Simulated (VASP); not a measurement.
Set up this calculation in VASP 6.6.1, as the native input.

```yaml
Task: single point
Functional: PBE
Potentials_or_basis: VASP PAW PBE potentials, release 64 (Cs_sv, Ru_sv)
Cutoff: 560 eV
k_mesh: 5 × 5 × 4
Occupations: methfessel-paxton, width 0.005 eV
Spin: no spin polarisation
Dipole_correction: no
Further_INCAR_settings: ALGO = Normal; EDIFF = 1e-06; NBANDS = 20
```

The structure of CsRu lies in POSCAR:

```
CsRu
1.0
    4.1756000900      0.0000000000      0.0000000000
   -2.0878000500      3.6161757600      0.0000000000
    0.0000000000      0.0000000000      4.5241393300
Cs Ru
1 1
Direct
   -0.0112100000     -0.0023170000      0.0400830000
    0.3354210000      0.6848380000      0.4922730000
```

One way to write it, as run:

INCAR

```
SYSTEM = CsRu
  PREC = Accurate
  ENCUT = 560
  EDIFF = 1E-6
  ISMEAR = 1
  SIGMA = 0.005
  LREAL = .FALSE.
  LASPH = .TRUE.
  NELM = 120
  ALGO = Normal
  ISIF = 2
  LWAVE = .FALSE.
  LCHARG = .FALSE.
  GGA = PE
  NBANDS = 20
  GGA_COMPAT = .FALSE.
```

KPOINTS

```
regular mesh
0
G
  5 5 4
  0 0 0
```

Potentials or basis: VASP PAW PBE potentials, release 64 (Cs_sv, Ru_sv).

Run with:

```console
$ cat potpaw_PBE.64/Cs_sv/POTCAR potpaw_PBE.64/Ru_sv/POTCAR > POTCAR
$ mpirun -np 1 vasp_std > vasp.out
```

Results of the run:

```yaml
Pressure: -3.5 GPa
Largest_force: 0.191 eV/Å
Band_gap_on_the_k_mesh: zero (an odd number of electrons rules out a gap without spin polarisation)
```

Caveat: the cell stands under tension; spin-orbit coupling is left out, which moves the levels of the heavy elements.

Run time: 38 s on 1 thread of AMD EPYC 9R45 96-Core Processor (Zen 5) (shared host), peak memory 0.2 GiB.
